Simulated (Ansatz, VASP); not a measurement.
Cs in VASP and in Ansatz

```
CELL_PARAMETERS angstrom
5.63915 0.00000 0.00000
-2.81958 4.88365 0.00000
0.00000 0.00000 18.76531
ATOMIC_POSITIONS crystal
Cs 0.66667 0.33333 0.75000
Cs 0.00000 0.00000 0.50000
Cs 0.33333 0.66667 0.25000
Cs 0.00000 0.00000 0.00000
```

Alike in both runs: task single point; functional PBE; k mesh 6 × 6 × 2; occupations fermi-dirac, width 0.05 eV; no spin polarisation.

|  | VASP | Ansatz |
| --- | --- | --- |
| version | VASP 6.6.1 | Ansatz 0.2.0 |
| potentials or method | VASP PAW PBE potentials, release 64 (Cs_sv) | Ansatz PAW |
| plane-wave cutoff (eV) | 520 | 420 |
| valence electrons in the cell | 36 | 36 |

|  | VASP | Ansatz | Ansatz less VASP |
| --- | --- | --- | --- |
| gap on the k mesh at the Fermi level (eV) | none | none | - |
| pressure (GPa) | -0.2 | -0.2 | +0.01 |
| traceless stress, the component that is largest in VASP (GPa) | -0.08 | -0.08 | 0.000 |

A gap of «none» marks a metal or a gap that the smearing closes.

Spin-orbit coupling is off throughout.
